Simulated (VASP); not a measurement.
Input of a VASP 6.6.1 run:

Contents of INCAR:

```
  PREC = Accurate
  ENCUT = 520
  EDIFF = 1E-6
  ISMEAR = 0
  SIGMA = 0.15
  LREAL = False
  LASPH = True
  NELM = 60
  ALGO = Fast
  ISIF = 2
  LWAVE = False
  LCHARG = True
  GGA = PS
  LELF = True
  LVHAR = True
  NBANDS = 19
```

Contents of KPOINTS:

```
regular mesh
0
Gamma
  18 18 10
```

File POSCAR:

```
Zr
1.0
    3.1835182492      0.0000000000      0.0000000000
   -1.5917591246      2.7570076772      0.0000000000
    0.0000000000      0.0000000000      5.3014100000
Zr
2
Direct
    0.3333333333      0.6666666667      0.2500000000
    0.6666666667      0.3333333333      0.7500000000
```

Potentials or basis: VASP PAW PBE potentials, release 64 (Zr_sv).

Run with:

```console
$ cat potpaw_PBE.64/Zr_sv/POTCAR > POTCAR
$ mpirun -np 1 vasp_std > vasp.out
```

Q: What does it give for the band gap on the k mesh?

A: Zero (bands 12 and 13 overlap by 1.13 eV).

Q: Estimate the pressure.

A: -3.4 GPa.

Stress tensor (GPa, compression positive):
```
-2.36  0.00  0.00
 0.00 -2.36  0.00
 0.00  0.00 -5.44
```

Caveat: the cell differs from its parent crystal (strain -0.015 along x and y, +0.030 along z); the cell stands under tension; the PAW data sets were made with another functional, which shifts forces and pressure a little.
